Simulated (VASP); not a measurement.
# Si6C (R-3) in VASP: further runs, part 2 of 2

VASP 6.6.1.

## 3. Relaxation of shape and atoms at fixed volume, PBE (15.92 Å³/atom)

This run uses another cell than the first one, of 15.92 Å³/atom.

Input file INCAR:

```
SYSTEM = Si6C
  ALGO = Normal
  EDIFF = 1E-7
  EDIFFG = -0.01
  ENCUT = 600
  GGA = PE
  GGA_COMPAT = .False.
  IBRION = 2
  ISIF = 4
  ISMEAR = 0
  LASPH = .True.
  LCHARG = .False.
  LREAL = .False.
  LWAVE = .False.
  NELM = 120
  NELMIN = 4
  NSW = 50
  PREC = Accurate
  SIGMA = 0.02
```

Input file KPOINTS:

```
k-points
0
Gamma
  6 6 6
  0 0 0
```

Input file POSCAR:

```
Si6C
1.0
    4.6993440095      2.7131675289      2.9140314953
   -4.6993440095      2.7131675289      2.9140314953
    0.0000000000     -5.4263350578      2.9140314952
Si C
12 2
Direct
    0.3862071090      0.1365839480      0.0124705441
    0.6137928910      0.8634160520      0.9875294559
    0.6177269916      0.7407182075      0.3214190397
    0.3822730084      0.2592817925      0.6785809603
    0.0124705441      0.3862071090      0.1365839480
    0.9875294559      0.6137928910      0.8634160520
    0.3214190397      0.6177269916      0.7407182075
    0.6785809603      0.3822730084      0.2592817925
    0.1365839480      0.0124705441      0.3862071090
    0.8634160520      0.9875294559      0.6137928910
    0.2592817925      0.6785809603      0.3822730084
    0.7407182075      0.3214190397      0.6177269916
    0.9108596907      0.9108596907      0.9108596907
    0.0891403093      0.0891403093      0.0891403093
```

Potentials or basis: VASP PAW PBE potentials, release 64 (Si, C).

Command:

```bash
$ cat potpaw_PBE.64/Si/POTCAR potpaw_PBE.64/C/POTCAR > POTCAR
$ mpirun -np 1 vasp_std > vasp.out
```

OUTCAR:

```text
SYSTEM = Si6C
   EDIFF = 1E-7
   EDIFFG = -0.01
   ENCUT = 600
   GGA = PE
   IBRION = 2
   ISIF = 4
   ISMEAR = 0
   LASPH = .True.
   LREAL = .False.
   NELM = 120
   NELMIN = 4
   NSW = 50
   PREC = Accurate

 ion  position               nearest neighbor table
   1  0.386  0.137  0.012-  14 1.95   8 2.30   4 2.30   2 2.36   5 3.10   9 3.10
   2  0.614  0.863  0.988-  13 1.95   7 2.30   3 2.30   1 2.36   6 3.10  10 3.10
   3  0.618  0.741  0.321-   8 2.28  11 2.28  10 2.30   2 2.30
   4  0.382  0.259  0.679-   7 2.28  12 2.28   9 2.30   1 2.30
   5  0.012  0.386  0.137-  14 1.95  11 2.30   8 2.30   6 2.36   1 3.10   9 3.10
   6  0.988  0.614  0.863-  13 1.95  12 2.30   7 2.30   5 2.36   2 3.10  10 3.10
   7  0.321  0.618  0.741-  11 2.28   4 2.28   2 2.30   6 2.30
   8  0.679  0.382  0.259-  12 2.28   3 2.28   1 2.30   5 2.30
   9  0.137  0.012  0.386-  14 1.95   4 2.30  11 2.30  10 2.36   5 3.10   1 3.10
  10  0.863  0.988  0.614-  13 1.95   3 2.30  12 2.30   9 2.36   6 3.10   2 3.10
  11  0.259  0.679  0.382-   7 2.28   3 2.28   5 2.30   9 2.30
  12  0.741  0.321  0.618-   8 2.28   4 2.28   6 2.30  10 2.30
  13  0.911  0.911  0.911-  14 1.56  10 1.95   6 1.95   2 1.95
  14  0.089  0.089  0.089-  13 1.56   9 1.95   5 1.95   1 1.95

  LATTYP: Found a trigonal (rhomboedric) cell.
 ALAT       =     6.1592768825
 COS(alpha) =    -0.1642467027

  Lattice vectors:

 A1 = (   4.6993440095,   2.7131675289,   2.9140314953)
 A2 = (  -4.6993440095,   2.7131675289,   2.9140314953)
 A3 = (   0.0000000000,  -5.4263350578,   2.9140314952)

Analysis of symmetry for initial positions (statically):
=====================================================================
 Subroutine PRICEL returns:
 Original cell was already a primitive cell.

 Routine SETGRP: Setting up the symmetry group for a
 trigonal (rhombohedral) supercell.

 Subroutine GETGRP returns: Found  6 space group operations
 (whereof  6 operations were pure point group operations)
 out of a pool of 12 trial point group operations.

The static configuration has the point symmetry S_6 .

[... 165 lines left out ...]
   LEPSILON=     F    determine dielectric tensor
   LRPA    =     F    only Hartree local field effects (RPA)
 conjugate gradient relaxation of ions
 non-spin polarized calculation
 Gauss-broadening in eV      SIGMA  =   0.02
  energy-cutoff  :      600.00
  volume of cell :      222.93
 maximum number of plane-waves:      7467
 NGX is ok and might be reduce to    50
   NGX = 25   NGY = 25   NGZ = 25

--------------------------------------- Ionic step        1  -------------------------------------------

 number of electron      55.9999999 magnetization

 Free energy of the ion-electron system (eV)
  ---------------------------------------------------
  ext. energy  EPLUGINS =         0.00000000
  ---------------------------------------------------
  free energy    TOTEN  =       -80.45775005 eV

  energy without entropy =      -80.45775005  energy(sigma->0) =      -80.45775005

------------------------ aborting loop because EDIFF is reached ----------------------------------------

  FORCE on cell =-STRESS in cart. coord.  units (eV):
  Direction    XX          YY          ZZ          XY          YZ          ZX
  --------------------------------------------------------------------------------------
  -------------------------------------------------------------------------------------
  Total       10.3586693     10.3586693     10.8552365     -0.0000000      0.0000000     -0.0000000
  in kB       74.4483726     74.4483726     78.0172310     -0.0000003      0.0000000     -0.0000000
  external PRESSURE =      75.6379921 kB  Pullay stress =       0.0000000 kB
[... 323 lines left out ...]
--------------------------------------- Ionic step        8  -------------------------------------------

 number of electron      55.9999998 magnetization

 Free energy of the ion-electron system (eV)
  ---------------------------------------------------
  ext. energy  EPLUGINS =         0.00000000
  ---------------------------------------------------
  free energy    TOTEN  =       -80.46010867 eV

  energy without entropy =      -80.46010867  energy(sigma->0) =      -80.46010867

 E-fermi :   7.4950     XC(G=0): -10.1886

 val. band max:        7.3555114632   @ k =   0.0000   0.0000   0.0000
 cond. band min:       7.9199084070   @ k =   0.5000   0.5000  -0.0000
 fundamental gap:      0.5643969438
 Fermi energy:         7.4950275633

 k-point     1 :       0.0000    0.0000    0.0000
  band No.  band energies     occupation
      1      -7.8133      2.00000
      2      -4.4905      2.00000
      3      -4.2125      2.00000
      4      -2.1163      2.00000
      5      -2.1163      2.00000
      6      -2.1145      2.00000
[... 925 lines left out ...]
     35      10.2115      0.00000
     36      10.6787      0.00000

 [... further k-points ...]

------------------------ aborting loop because EDIFF is reached ----------------------------------------

  FORCE on cell =-STRESS in cart. coord.  units (eV):
  Direction    XX          YY          ZZ          XY          YZ          ZX
  --------------------------------------------------------------------------------------
  -------------------------------------------------------------------------------------
  Total       10.3712174     10.3712174     10.3343102     -0.0000000      0.0000000      0.0000000
  in kB       74.5385567     74.5385567     74.2733026     -0.0000002      0.0000000      0.0000000
  external PRESSURE =      74.4501387 kB  Pullay stress =       0.0000000 kB
[... 29 lines left out ...]
  FREE ENERGIE OF THE ION-ELECTRON SYSTEM (eV)
  ---------------------------------------------------
  free  energy   TOTEN  =       -80.4601086661 eV

  energy  without entropy=      -80.4601086661  energy(sigma->0) =      -80.46010867

 reached required accuracy - stopping structural energy minimisation
```

CONTCAR:

```text
Si6C
   1.00000000000000
     4.6962336193033387    2.7113717476575383    2.9178927905550913
    -4.6962336222201246    2.7113717426055159    2.9178927905550913
     0.0000000029167862   -5.4227434902430804    2.9178927904363836
  Si              C
    12     2
Direct
     0.3855415110326258    0.1360524014343218    0.0123670626575364
     0.6144584889673742    0.8639475985656783    0.9876329373424635
[... 16 lines left out ...]
  0.00000000E+00  0.00000000E+00  0.00000000E+00
  0.00000000E+00  0.00000000E+00  0.00000000E+00
  0.00000000E+00  0.00000000E+00  0.00000000E+00
  0.00000000E+00  0.00000000E+00  0.00000000E+00
  0.00000000E+00  0.00000000E+00  0.00000000E+00
  0.00000000E+00  0.00000000E+00  0.00000000E+00
  0.00000000E+00  0.00000000E+00  0.00000000E+00
  0.00000000E+00  0.00000000E+00  0.00000000E+00
  0.00000000E+00  0.00000000E+00  0.00000000E+00
  0.00000000E+00  0.00000000E+00  0.00000000E+00
  0.00000000E+00  0.00000000E+00  0.00000000E+00
```

Wall time 34 min (1 thread of Oxide Virtual Turin-like, shared host); peak memory 0.51 GiB.

Results:

- Free energy: -80.4601 eV
- Energy gained by relaxing: 0.2 meV/atom
- Ionic steps: 8
- Pressure after relaxing: 7.4 GPa
- Largest force after relaxing: 0.010 eV/Å
- Band gap on the k mesh: 0.56 eV (least direct gap 1.06 eV)

Forces in eV/Å, atoms in the order of the input:
```
Si  -0.004  0.009 -0.001
Si   0.004 -0.009  0.001
Si   0.002 -0.004  0.006
Si  -0.002  0.004 -0.006
Si  -0.006 -0.008 -0.001
Si   0.006  0.008  0.001
Si   0.002  0.003  0.006
Si  -0.002 -0.003 -0.006
Si   0.010 -0.001 -0.001
Si  -0.010  0.001  0.001
Si   0.004  0.000 -0.006
Si  -0.004  0.000  0.006
C    0.000  0.000 -0.006
C    0.000  0.000  0.006
```

Step by step:
```tsv
step	energy change (eV)	largest force (eV/Å)	pressure (GPa)	volume (Å³)
1	0.0000	0.0953	7.56	222.93
2	-0.0016	0.1155	7.47	222.93
3	-0.0017	0.0794	7.49	222.93
4	-0.0021	0.0249	7.46	222.93
5	-0.0021	0.0240	7.46	222.93
6	-0.0023	0.0145	7.45	222.93
7	-0.0023	0.0143	7.45	222.93
8	-0.0024	0.0097	7.45	222.93
```

Final structure:
```
Si C
1.0
     4.69623    2.71137    2.91789
    -4.69623    2.71137    2.91789
     0.00000   -5.42274    2.91789
Si C
12 2
Direct
  0.38554 0.13605 0.01237
  0.61446 0.86395 0.98763
  0.61844 0.74139 0.32203
  0.38156 0.25861 0.67797
  0.01237 0.38554 0.13605
  0.98763 0.61446 0.86395
  0.32203 0.61844 0.74139
  0.67797 0.38156 0.25861
  0.13605 0.01237 0.38554
  0.86395 0.98763 0.61446
  0.25861 0.67797 0.38156
  0.74139 0.32203 0.61844
  0.91080 0.91080 0.91080
  0.08920 0.08920 0.08920
```

Levels at points of the mesh, in eV from the valence-band top:
```csv
k point,band 24,band 25,band 26,band 27,band 28,band 29,band 30,band 31,band 32,band 33
"(0.00, 0.00, 0.00)",-2.44,-2.11,-0.47,0.00,0.00,1.97,1.97,2.21,2.75,3.11
"(0.50, 0.00, 0.00)",-1.99,-1.62,-1.29,-0.49,-0.38,1.50,1.64,1.84,2.16,2.53
"(0.50, 0.50, 0.00)",-1.96,-1.75,-1.69,-1.29,-0.49,0.56,0.64,1.67,1.82,2.10
"(0.50, 0.50, 0.50)",-2.18,-2.18,-1.68,-1.03,-1.03,0.57,1.82,1.82,1.84,2.03
```

A k mesh can miss the band edges.
